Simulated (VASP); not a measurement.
Set up this calculation in VASP 6.6.1, as the native input.

* Task: single point
* Functional: LDA
* Potentials or basis: VASP PAW LDA potentials, release 64 (Ca_sv, C)
* Cutoff: 520 eV
* k mesh: 10 × 10 × 10
* Occupations: gaussian, width 0.05 eV
* Spin: no spin polarisation
* Dipole correction: no
* Further INCAR settings: ALGO = Normal; EDIFF = 1e-06; NBANDS = 16

The structure of CaC2 lies in POSCAR:

```
CaC2
1.0
   -1.8859411344      1.8859411344      3.3622168046
    1.8859411344     -1.8859411344      3.3622168046
    1.8859411344      1.8859411344     -3.3622168046
Ca C
1 2
Direct
    0.0000000000      0.0000000000      0.0000000000
    0.5978927200      0.5978927200      0.0000000000
    0.4021072800      0.4021072800      0.0000000000
```

This cell differs from its parent crystal: strain -0.025 along x and y, +0.050 along z.

One way to write it, as run:

INCAR

```
PREC = Accurate ; ENCUT = 520
EDIFF = 1E-6 ; ISMEAR = 0
SIGMA = 0.05 ; LREAL = False
LASPH = True ; NELM = 80
ALGO = Normal ; ISIF = 2
LWAVE = False ; LCHARG = True
LELF = True ; LVHAR = True
NBANDS = 16
```

KPOINTS

```
Automatic mesh
0
Gamma
  10 10 10
```

Potentials or basis: VASP PAW LDA potentials, release 64 (Ca_sv, C).

Run with:

```console
$ cat potpaw_LDA.64/Ca_sv/POTCAR potpaw_LDA.64/C/POTCAR > POTCAR
$ mpirun -np 1 vasp_std > vasp.out
```

Results of the run:

```json
{"Pressure": "-9.8 GPa", "Largest force": "3.645 eV/Å", "Band gap on the k mesh": "0.70 eV, indirect (least direct gap 1.84 eV)"}
```

Caveat: the cell differs from its parent crystal (strain -0.025 along x and y, +0.050 along z); forces of over 1 eV/Å act on the atoms, so gaps and moduli don't describe the material at rest.

It took 79 s on 1 thread of Intel(R) Xeon(R) Platinum 8259CL CPU @ 2.50GHz (Skylake/Cascade Lake), with other jobs on the host, peak memory 0.2 GiB.
